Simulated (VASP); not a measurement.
Crystal: P.

```
CELL_PARAMETERS angstrom
0.00000 2.43641 2.43641
2.43641 0.00000 2.43641
2.43641 2.43641 0.00000
ATOMIC_POSITIONS crystal
P 0.00000 0.00000 0.00000
```

* Program: VASP 6.6.1
* Task: relaxation of cell and atoms
* Functional: r2SCAN
* Potentials or basis: VASP PAW PBE potentials, release 64 (P)
* Cutoff: 600 eV
* k mesh: 6 × 6 × 6
* Occupations: gaussian, width 0.1 eV
* Spin: no spin polarisation

At the start: pressure -16.7 GPa; volume 28.93 Å³/atom.

How do energy, volume and symmetry change on relaxing?

Over 6 steps the energy falls by 1341.4 meV/atom and the volume is 14.05 Å³/atom (-51.4 %); space group Fm-3m (No. 225, to 0.05 Å).

The path:
```csv
step,energy change (eV),largest force (eV/Å),pressure (GPa),volume (Å³)
1,0.0000,0.0000,-16.73,28.93
2,-1.1305,0.0000,-12.64,18.04
3,-1.3128,0.0000,-7.16,15.26
4,-0.9169,0.0000,47.66,10.60
5,-1.3397,0.0000,-1.99,14.35
6,-1.3414,0.0000,0.17,14.05
```

Final structure:
```yaml
crystal:
  lattice:
    - [0.00000, 1.91523, 1.91523]
    - [1.91523, 0.00000, 1.91523]
    - [1.91523, 1.91523, 0.00000]
  atoms:
    - { symbol: P, position: [0.00000, 0.00000, 0.00000] }
```

Caveat: the k points lie up to 0.47 Å⁻¹ apart in the final cell; the volume moved by over 15 % at a fixed basis, so the end points are rough; the PAW data sets were made with another functional, which shifts forces and pressure a little.
